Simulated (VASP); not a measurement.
Wanted: the native input for a VASP 6.6.1 run.

```
Task                   : single point
Functional             : PBE
Potentials or basis    : VASP PAW PBE potentials, release 64 (F, Cl, Li_sv)
Cutoff                 : 520 eV
k mesh                 : 6 × 6 × 6
Occupations            : gaussian, width 0.01 eV
Spin                   : no spin polarisation
Dipole correction      : no
Further INCAR settings : ALGO = Normal; EDIFF = 1e-07; NBANDS = 18
```

The structure of Li2ClF lies in POSCAR:

```
Li2ClF
1.0
    1.6438003696      0.9490485858      5.2637591322
   -1.6438003696      0.9490485858      5.2637591322
    0.0000000000     -1.8980971717      5.2637591322
F Cl Li
1 1 2
Direct
    1.0000000000      0.0000000000      0.0000000000
    0.5000000000      0.5000000000      0.5000000000
    0.2633593309      0.2633593309      0.2633593309
    0.7366406691      0.7366406691      0.7366406691
```

One way to write it, as run:

INCAR

```
PREC = Accurate
ENCUT = 520
EDIFF = 1E-7
ISMEAR = 0
SIGMA = 0.01
LREAL = F
LASPH = T
NELM = 60
ALGO = Normal
ISIF = 2
LWAVE = F
LCHARG = T
GGA = PE
LELF = T
LVHAR = T
NBANDS = 18
```

KPOINTS

```
regular mesh
0
Gamma
  6 6 6
```

Potentials or basis: VASP PAW PBE potentials, release 64 (F, Cl, Li_sv).

Command:

```console
$ cat potpaw_PBE.64/F/POTCAR potpaw_PBE.64/Cl/POTCAR potpaw_PBE.64/Li_sv/POTCAR > POTCAR
$ mpirun -np 1 vasp_std > vasp.out
```

It gave:

The largest force is 0.021 eV/Å and the band gap on the k mesh is 4.88 eV.

It took 110 s on 1 thread of AMD EPYC 7R43 64-Core Processor (Zen 3), on a shared host, peak memory 0.2 GiB.
